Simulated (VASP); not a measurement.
# Si (P6/mmm) in VASP: a series of runs, part 2 of 2

VASP 6.6.1. Earlier steps stand in the parts before.

## (5) Single point, r2SCAN (strain -0.015 along x and y, +0.000 along z)

Contents of POSCAR:

```
Si
1.0
    2.5812346727      0.0000000000      0.0000000000
   -1.2906173364      2.2354147996      0.0000000000
    0.0000000000      0.0000000000      2.4663543900
Si
1
Direct
    0.0000000000      0.0000000000      0.0000000000
```

Contents of INCAR.step1:

```
SYSTEM = Si
ALGO     = Normal         ! electronic algorithm
EDIFF    = 1E-4           ! SCF threshold, eV
ENCUT    = 520            ! plane-wave cutoff, eV
GGA      = PE             ! functional
ISMEAR   = 0              ! smearing method
LASPH    = .TRUE.         ! aspherical terms in the spheres
LCHARG   = .FALSE.        ! write CHGCAR
LREAL    = .FALSE.        ! projectors in reciprocal space
LWAVE    = .TRUE.         ! write WAVECAR
NBANDS   = 8              ! bands
NELM     = 60             ! most SCF steps
PREC     = Accurate       ! precision mode
SIGMA    = 0.15           ! smearing width, eV
```

Contents of INCAR.step2:

```
SYSTEM = Si
ALGO     = Normal         ! electronic algorithm
EDIFF    = 1E-7           ! SCF threshold, eV
ENCUT    = 520            ! plane-wave cutoff, eV
ISIF     = 2              ! what is computed and relaxed
ISMEAR   = 0              ! smearing method
ISTART   = 1            
LASPH    = .TRUE.         ! aspherical terms in the spheres
LCHARG   = .TRUE.         ! write CHGCAR
LELF     = .TRUE.         ! ELF
LMIXTAU  = .TRUE.       
LREAL    = .FALSE.        ! projectors in reciprocal space
LVHAR    = .TRUE.       
LWAVE    = .FALSE.        ! write WAVECAR
METAGGA  = R2SCAN         ! meta-GGA
NBANDS   = 8              ! bands
NELM     = 60             ! most SCF steps
PREC     = Accurate       ! precision mode
SIGMA    = 0.15           ! smearing width, eV
```

Contents of KPOINTS:

```
k-points
0
G
  24 24 20
  0 0 0
```

Potentials or basis: VASP PAW PBE potentials, release 64 (Si).

Launch:

```
$ cat potpaw_PBE.64/Si/POTCAR > POTCAR
$ cp INCAR.step1 INCAR
$ mpirun -np 1 vasp_std > vasp.out
$ cp INCAR.step2 INCAR
$ mpirun -np 1 vasp_std > vasp.out
```

OUTCAR:

```text
SYSTEM = Si
   EDIFF = 1E-7
   ENCUT = 520
   ISIF = 2
   ISMEAR = 0
   ISTART = 1
   LASPH = .TRUE.
   LREAL = .FALSE.
   METAGGA = R2SCAN
   NELM = 60
   PREC = Accurate

 ion  position               nearest neighbor table
   1  0.000  0.000  0.000-

  LATTYP: Found a hexagonal cell.
 ALAT       =     2.5812346727
 C/A-ratio  =     0.9554940572

  Lattice vectors:

 A1 = (   2.5812346727,   0.0000000000,   0.0000000000)
 A2 = (  -1.2906173364,   2.2354147996,   0.0000000000)
 A3 = (   0.0000000000,   0.0000000000,   2.4663543900)

Analysis of symmetry for initial positions (statically):
=====================================================================
 Subroutine PRICEL returns:
 Original cell was already a primitive cell.

 Routine SETGRP: Setting up the symmetry group for a
 hexagonal supercell.

 Subroutine GETGRP returns: Found 24 space group operations
 (whereof 24 operations were pure point group operations)
 out of a pool of 24 trial point group operations.

The static configuration has the point symmetry D_6h.

Analysis of symmetry for dynamics (positions and initial velocities):
=====================================================================
 Subroutine PRICEL returns:
 Original cell was already a primitive cell.

 Routine SETGRP: Setting up the symmetry group for a
 hexagonal supercell.

 Subroutine GETGRP returns: Found 24 space group operations
 (whereof 24 operations were pure point group operations)
 out of a pool of 24 trial point group operations.

The dynamic configuration has the point symmetry D_6h.

 Subroutine INISYM returns: Found 24 space group operations
 (whereof 24 operations are pure point group operations),
 and found     1 'primitive' translations

----------------------------------------------------------------------------------------

                                     Primitive cell

  volume of cell :      14.2312

  direct lattice vectors                    reciprocal lattice vectors
     2.581234673  0.000000000  0.000000000     0.387411501  0.223672135  0.000000000
    -1.290617336  2.235414800  0.000000000     0.000000000  0.447344269  0.000000000
     0.000000000  0.000000000  2.466354390     0.000000000  0.000000000  0.405456736

  length of vectors
     2.581234673  2.581234673  2.466354390     0.447344269  0.447344269  0.405456736

  position of ions in fractional coordinates (direct lattice)
     0.000000000  0.000000000  0.000000000

  ion indices of the primitive-cell ions
   primitive index   ion index
                 1           1

----------------------------------------------------------------------------------------

 KPOINTS: k-points

Automatic generation of k-mesh.
 Grid dimensions read from file:
 generate k-points for:   24   24   20

 Generating k-lattice:

  Cartesian coordinates                     Fractional coordinates (reciprocal lattice)
     0.016142146  0.009319672  0.000000000     0.041666667 -0.000000000  0.000000000
     0.000000000  0.018639345  0.000000000     0.000000000  0.041666667  0.000000000
     0.000000000  0.000000000  0.020272837     0.000000000  0.000000000  0.050000000

  Length of vectors
     0.018639345  0.018639345  0.020272837

  Shift w.r.t. Gamma in fractional coordinates (k-lattice)
     0.000000000  0.000000000  0.000000000

 Subroutine IBZKPT returns following result:
 ===========================================

 Found    671 irreducible k-points:

 Following reciprocal coordinates:
            Coordinates               Weight
  0.000000  0.000000  0.000000      1.000000
  0.041667  0.000000  0.000000      6.000000
  0.083333  0.000000  0.000000      6.000000
  0.125000  0.000000  0.000000      6.000000
  0.166667  0.000000  0.000000      6.000000
  0.208333  0.000000  0.000000      6.000000
[... 16 lines left out ...]
  0.416667  0.041667  0.000000     12.000000
  0.458333  0.041667  0.000000     12.000000
 [... further k-points ...]
   k-points           NKPTS =    671   k-points in BZ     NKDIM =    671   number of bands    NBANDS=      8
   number of dos      NEDOS =    301   number of ions     NIONS =      1
   total plane-waves  NPLWV =   7200
   dimension x,y,z NGX =    20 NGY =   20 NGZ =   18
   dimension x,y,z NGXF=    40 NGYF=   40 NGZF=   36
   ions per type =               1
   NGX,Y,Z   is equivalent  to a cutoff of  12.88, 12.88, 12.13 a.u.
   NGXF,Y,Z  is equivalent  to a cutoff of  25.76, 25.76, 24.27 a.u.
 SYSTEM =  Si
   PREC   = accura    normal or accurate (medium, high low for compatibility)
   ISTART =      1    job   : 0-new  1-cont  2-samecut
   ICHARG =      0    charge: 1-file 2-atom 10-const
   ISPIN  =      1    spin polarized calculation?
   LNONCOLLINEAR =      F non collinear calculations
   LSORBIT =      F    spin-orbit coupling
   LASPH  =      T    aspherical Exc in radial PAW
   ENCUT  =  520.0 eV  38.22 Ry    6.18 a.u.   4.80  4.80  4.59*2*pi/ulx,y,z
   NELM   =     60;   NELMIN=  2; NELMDL=  0     # of ELM steps
   EDIFF  = 0.1E-06   stopping-criterion for ELM
   LREAL  =      F    real-space projection
   EDIFFG = 0.1E-05   stopping-criterion for IOM
   NSW    =      0    number of steps for IOM
   IBRION =     -1    ionic relax: 0-MD 1-quasi-New 2-CG
   NFREE  =      0    steps in history (QN), initial steepest desc. (CG)
   ISIF   =      2    stress and relaxation
   ISYM   =      2    0-nonsym 1-usesym 2-fastsym
   POTIM  = 0.5000    time-step for ionic-motion
   TEBEG  =    0.0;   TEEND  =   0.0 temperature during run
   PSTRESS=    0.0 pullay stress
   NELECT =       4.0000    total number of electrons
   NUPDOWN=      -1.0000    fix difference up-down
   EMIN   =  10.00;   EMAX   =-10.00  energy-range for DOS
   EFERMI =   0.00;   METHOD = LEGACY
   ISMEAR =     0;   SIGMA  =   0.15  broadening in eV -4-tet -1-fermi 0-gaus
   EFERMI_NEDOS =   21; number of points for ismear=-14 and -15
   IALGO  =     38    algorithm
   IMIX   =      4    mixing-type and parameters
     AMIX     =   0.40;   BMIX     =  1.00
     AMIX_MAG =   1.60;   BMIX_MAG =  1.00
  volume/ion in A,a.u.               =      14.23        96.04
  Fermi-wavevector in a.u.,A,eV,Ry     =   1.072378  2.026500 15.646619  1.149994
  Thomas-Fermi vector in A             =   2.208146
   LORBIT       =      0    0 simple, 1 ext, 2 COOP (PROOUT), +10 PAW based schemes
   METAGGA = R2SCAN    functional components
   LHFCALC =     F    Hartree Fock is set to
   AEXX    =    0.0000 exact exchange contribution
   IVDW    =     0    specifies the selected vdW correction
   LEPSILON=     F    determine dielectric tensor
   LRPA    =     F    only Hartree local field effects (RPA)
 non-spin polarized calculation
 Gauss-broadening in eV      SIGMA  =   0.15
  energy-cutoff  :      520.00
  volume of cell :       14.23
 maximum number of plane-waves:       405
 NGX is ok and might be reduce to    20
   NGX =  9   NGY =  9   NGZ =  9

 number of electron       4.0000000 magnetization

 Free energy of the ion-electron system (eV)
  ---------------------------------------------------
  ext. energy  EPLUGINS =         0.00000000
  ---------------------------------------------------
  free energy    TOTEN  =        -8.31566919 eV

  energy without entropy =       -8.31186252  energy(sigma->0) =       -8.31376586

 E-fermi :  10.1371     XC(G=0): -11.8001

 val. band max:       10.1359316839   @ k =   0.2083   0.2083   0.0000
 cond. band min:      10.1397001360   @ k =   0.3333   0.2083   0.2500
 fundamental gap:      0.0037684521
 Fermi energy:        10.1370606327

 k-point     1 :       0.0000    0.0000    0.0000
  band No.  band energies     occupation
      1      -5.1062      2.00000
      2      17.8453      0.00000
      3      18.2550      0.00000
      4      21.8550      0.00000
      5      21.8550      0.00000
      6      23.4239      0.00000
      7      23.4239      0.00000
      8      29.2434      0.00000

 k-point     2 :       0.0417    0.0000    0.0000
  band No.  band energies     occupation
      1      -5.0530      2.00000
      2      17.7107      0.00000
      3      18.3003      0.00000
      4      21.2554      0.00000
      5      21.3284      0.00000
      6      23.5671      0.00000
      7      24.0420      0.00000
      8      29.8487      0.00000
[... 221 lines left out ...]
 k-point    23 :       0.4167    0.0417    0.0000
  band No.  band energies     occupation
      1       0.7040      2.00000
      2       4.4258      2.00000
      3      14.9176      0.00000
      4      18.3812      0.00000
      5      23.0881      0.00000
      6      26.8506      0.00000
      7      27.7896      0.00000
      8      31.5522      0.00000

 k-point    24 :       0.4583    0.0417    0.0000
  band No.  band energies     occupation
      1       1.7995      2.00000
      2       3.1438      2.00000
      3      14.8277      0.00000
      4      18.3137      0.00000
      5      23.7703      0.00000
      6      26.0095      0.00000
      7      28.6238      0.00000
      8      30.5840      0.00000

 [... further k-points ...]
[... 5 lines left out ...]
  --------------------------------------------------------------------------------------
  -------------------------------------------------------------------------------------
  Total        0.6257222      0.6257222      0.2696337     -0.0000000     -0.0000000      0.0000000
  in kB       70.4451460     70.4451460     30.3559344     -0.0000000     -0.0000000      0.0000000
  external PRESSURE =      57.0820755 kB  Pullay stress =       0.0000000 kB

 VOLUME and BASIS-vectors are now :
 -----------------------------------------------------------------------------
  energy-cutoff  :      520.00
  volume of cell :       14.23
      direct lattice vectors                 reciprocal lattice vectors
     2.581234673  0.000000000  0.000000000     0.387411501  0.223672135  0.000000000
    -1.290617336  2.235414800  0.000000000     0.000000000  0.447344269  0.000000000
     0.000000000  0.000000000  2.466354390     0.000000000  0.000000000  0.405456736

 POSITION                                       TOTAL-FORCE (eV/Angst)
 -----------------------------------------------------------------------------------
      0.00000      0.00000      0.00000         0.000000      0.000000      0.000000
 -----------------------------------------------------------------------------------
    total drift:                               -0.000000     -0.000000      0.000000

  FREE ENERGIE OF THE ION-ELECTRON SYSTEM (eV)
  ---------------------------------------------------
  free  energy   TOTEN  =        -8.3156691915 eV

  energy  without entropy=       -8.3118625190  energy(sigma->0) =       -8.31376586
```

Run time: 2.6 min. Hardware: 1 thread of Intel Xeon Platinum 8488C (Sapphire Rapids), shared host; peak memory 0.17 GiB.

Results:

```
Free energy            : -8.3157 eV
Pressure               : 5.7 GPa
Band gap on the k mesh : zero (bands 2 and 3 overlap by 12.71 eV)
```

Stress tensor (GPa, compression positive):
```
7.04 0.00 0.00
0.00 7.04 0.00
0.00 0.00 3.04
```

Caveat: the cell differs from its parent crystal (strain -0.015 along x and y, +0.000 along z); the cell stands under pressure; the PAW data sets were made with another functional, which shifts forces and pressure a little.

## (6) Single point, r2SCAN (strain +0.000 along x and y, -0.015 along z)

Contents of POSCAR:

```
Si
1.0
    2.6205428149      0.0000000000      0.0000000000
   -1.3102714075      2.2694566494      0.0000000000
    0.0000000000      0.0000000000      2.4293590741
Si
1
Direct
    0.0000000000      0.0000000000      0.0000000000
```

Contents of INCAR.step1:

```
PREC = Accurate
ENCUT = 520
ISMEAR = 0
SIGMA = 0.15
LREAL = F
LASPH = T
NELM = 60
NBANDS = 8
GGA = PE
ALGO = Normal
EDIFF = 1E-4
LWAVE = T
LCHARG = F
```

Contents of INCAR.step2:

```
PREC = Accurate
ENCUT = 520
EDIFF = 1E-6
ISMEAR = 0
SIGMA = 0.15
LREAL = F
LASPH = T
NELM = 60
ALGO = Normal
ISIF = 2
LWAVE = F
LCHARG = T
METAGGA = R2SCAN
LMIXTAU = T
LELF = T
LVHAR = T
NBANDS = 8
ISTART = 1
```

Contents of KPOINTS:

```
Automatic mesh
0
Gamma
  24 24 20
```

Potentials or basis: VASP PAW PBE potentials, release 64 (Si).

Launch:

```
$ cat potpaw_PBE.64/Si/POTCAR > POTCAR
$ cp INCAR.step1 INCAR
$ mpirun -np 1 vasp_std > vasp.out
$ cp INCAR.step2 INCAR
$ mpirun -np 1 vasp_std > vasp.out
```

It took 1.9 min on 1 thread of Intel Xeon Platinum 8488C (Sapphire Rapids), shared host; peak memory 0.17 GiB.

It converged, with:

```
Free energy            : -8.3217 eV
Pressure               : 4.1 GPa
Band gap on the k mesh : zero (bands 2 and 3 overlap by 13.00 eV)
```

Stress tensor (GPa, compression positive):
```
2.73 0.00 0.00
0.00 2.73 0.00
0.00 0.00 6.87
```

Levels at points of the mesh, in eV from the Fermi level:
```
           k point  band 1  band 2  band 3  band 4  band 5  band 6
(0.00, 0.00, 0.00)  -15.10    7.98    9.01   10.89   10.89   12.87
(0.50, 0.00, 0.00)   -8.20   -7.38    5.33    6.71   14.30   16.45
(0.00, 0.00, 0.50)   -9.66   -7.73   15.15   15.15   15.95   15.95
(0.50, 0.00, 0.50)   -3.14   -2.48   -1.72    1.63    9.54   12.94
```

Caveat: the cell differs from its parent crystal (strain +0.000 along x and y, -0.015 along z); the cell stands under pressure; the PAW data sets were made with another functional, which shifts forces and pressure a little.

## (7) Summary

| cell | gap on the mesh (eV) | pressure (GPa) |
| --- | --- | --- |
| a = 2.581, b = 2.581, c = 2.429 Å, angles 90.0, 90.0, 120.0°, 1 atom | none | 8.1 |
| a = 2.542, b = 2.542, c = 2.540 Å, angles 90.0, 90.0, 120.0°, 1 atom | none | 6.0 |
| a = 2.621, b = 2.621, c = 2.392 Å, angles 90.0, 90.0, 120.0°, 1 atom | none | 6.6 |
| a = 2.581, b = 2.581, c = 2.466 Å, angles 90.0, 90.0, 120.0°, 1 atom | none | 5.7 |
| a = 2.621, b = 2.621, c = 2.429 Å, angles 90.0, 90.0, 120.0°, 1 atom | none | 4.1 |

Alike in all rows: task single point; level r2SCAN; potentials or basis VASP PAW PBE potentials, release 64 (Si); no spin polarisation; k mesh 24 × 24 × 20; cutoff (eV) 520; smearing gaussian 0.15 eV.

Caveats: the cell stands under pressure; the PAW data sets were made with another functional, which shifts forces and pressure a little.

Total energies depend on the potentials used, so only differences within one code and one set of settings carry meaning.
